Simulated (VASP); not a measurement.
PbS: single point with PBE

PbS:

```
Pb S
1.0
     0.00000    2.87605    2.96500
     2.87605    0.00000    2.96500
     2.87605    2.87605    0.00000
Pb S
1 1
Direct
  0.00000 0.00000 0.00000
  0.50000 0.50000 0.50000
```

This cell differs from its parent crystal: strain -0.0300 x Voigt [1, 1, 0, 0, 0, 0].

| Property | Result |
| --- | --- |
| Program | VASP 6.6.1 |
| Task | single point |
| Functional | PBE |
| Potentials or basis | VASP PAW PBE potentials, release 64 (Pb_d, S) |
| Cutoff | 520 eV |
| k mesh | 10 × 10 × 10 |
| Occupations | gaussian, width 0.03 eV |
| Spin | no spin polarisation |
| Dipole correction | no |
| Further INCAR settings | ALGO = Normal; EDIFF = 1e-07; NBANDS = 17 |

```json
{"Pressure": "6.7 GPa", "Band gap on the k mesh": "0.09 eV"}
```

Stress tensor (GPa, compression positive):
```
8.36 0.00 0.00
0.00 8.36 0.00
0.00 0.00 3.37
```

Levels at points of the mesh, in eV from the valence-band top:
| k point | band 8 | band 9 | band 10 | band 11 | band 12 | band 13 |
| --- | --- | --- | --- | --- | --- | --- |
| (0.00, 0.00, 0.00) | -2.68 | -2.68 | -2.44 | 4.82 | 5.55 | 5.55 |
| (0.50, 0.00, 0.00) | -2.19 | -2.11 | 0.00 | 0.09 | 1.63 | 1.81 |
| (0.50, 0.50, 0.00) | -5.82 | -3.92 | -3.92 | 3.57 | 5.45 | 5.95 |
| (0.50, 0.00, 0.50) | -5.87 | -4.15 | -3.83 | 3.44 | 5.42 | 5.80 |

It took 40 s on 1 thread of Intel(R) Xeon(R) Platinum 8559C (Emerald Rapids), on a shared host, peak memory 0.23 GiB.

Caveat: the cell differs from its parent crystal (strain -0.0300 x Voigt [1, 1, 0, 0, 0, 0]); the cell stands under pressure; spin-orbit coupling is left out, which moves the levels of the heavy elements. A k mesh can miss the band edges.
